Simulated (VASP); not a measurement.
Crystal: MgCd3Se4.

```
CELL_PARAMETERS angstrom
6.28199 -0.10930 -0.01899
-0.10930 6.18254 -0.11183
-0.01899 -0.11183 6.24659
ATOMIC_POSITIONS crystal
Mg 0.01111 0.03168 0.99027
Cd 0.96663 0.50288 0.51887
Cd 0.56393 0.98805 0.51220
Cd 0.49532 0.49853 0.01739
Se 0.70448 0.75413 0.25991
Se 0.76248 0.28228 0.73129
Se 0.25708 0.75124 0.72844
Se 0.23899 0.19122 0.24162
```

* Program: VASP 6.6.1
* Task: relaxation of cell and atoms
* Functional: PBE
* Potentials or basis: VASP PAW PBE potentials, release 64 (Mg, Cd, Se)
* Cutoff: 600 eV
* k mesh: 2 × 2 × 2
* Occupations: gaussian, width 0.1 eV
* Spin: no spin polarisation

At the start: pressure 2.6 GPa; volume 30.31 Å³/atom.

Q: How do energy, volume and symmetry change on relaxing?

A: Over 23 steps the energy falls by 289.3 meV/atom and the volume is 29.15 Å³/atom (-3.8 %); space group P-43m (No. 215, to 0.05 Å).

Step by step:
| step | energy change (eV) | largest force (eV/Å) | pressure (GPa) | volume (Å³) |
| --- | --- | --- | --- | --- |
| 1 | 0.0000 | 3.8294 | 2.65 | 242.45 |
| 2 | -1.5247 | 0.8221 | -3.34 | 260.07 |
| 3 | -1.5259 | 0.8398 | -3.18 | 259.01 |
| 4 | -1.9814 | 0.7957 | -0.71 | 238.73 |
| 5 | -2.0318 | 0.8547 | 0.82 | 230.28 |
| 6 | -2.1865 | 0.4282 | 0.82 | 228.79 |
| 7 | -2.2019 | 0.3853 | 0.95 | 228.12 |
| 8 | -2.2551 | 0.2064 | -0.36 | 234.30 |
| 9 | -2.2554 | 0.1955 | -0.46 | 234.77 |
| 10 | -2.2705 | 0.1385 | -0.06 | 232.73 |
| 11 | -2.2725 | 0.1497 | 0.15 | 231.70 |
| 12 | -2.2799 | 0.1324 | 0.10 | 232.03 |
| 13 | -2.2854 | 0.1501 | 0.02 | 232.65 |
| 14 | -2.2920 | 0.1215 | -0.05 | 233.09 |
| 15 | -2.2979 | 0.1163 | -0.19 | 234.02 |
| 16 | -2.3041 | 0.0773 | 0.03 | 233.00 |
| 17 | -2.3061 | 0.0876 | 0.23 | 232.04 |
| 18 | -2.3105 | 0.0957 | -0.02 | 233.36 |
| 19 | -2.3110 | 0.1054 | -0.13 | 233.96 |
| 20 | -2.3137 | 0.0626 | -0.04 | 233.50 |
| 21 | -2.3140 | 0.0496 | 0.00 | 233.28 |
| 22 | -2.3147 | 0.0271 | 0.02 | 233.19 |
| 23 | -2.3147 | 0.0227 | 0.02 | 233.17 |

Final structure:
```cif
data_structure
_symmetry_space_group_name_H-M 'P 1'
_symmetry_Int_Tables_number 1
_cell_length_a 6.1556
_cell_length_b 6.1560
_cell_length_c 6.1531
_cell_angle_alpha 89.961
_cell_angle_beta 90.016
_cell_angle_gamma 89.985
_cell_volume 233.17
loop_
_atom_site_label
_atom_site_type_symbol
_atom_site_fract_x
_atom_site_fract_y
_atom_site_fract_z
_atom_site_occupancy
Mg1 Mg 0.99987 0.99981 0.00165 1
Cd1 Cd 0.00025 0.50061 0.49932 1
Cd2 Cd 0.50137 0.00010 0.50065 1
Cd3 Cd 0.49829 0.49958 0.99840 1
Se1 Se 0.75479 0.75491 0.24351 1
Se2 Se 0.75699 0.24453 0.75606 1
Se3 Se 0.24374 0.75661 0.75544 1
Se4 Se 0.24470 0.24386 0.24498 1
```

Caveat: the k points lie up to 0.51 Å⁻¹ apart in the final cell.
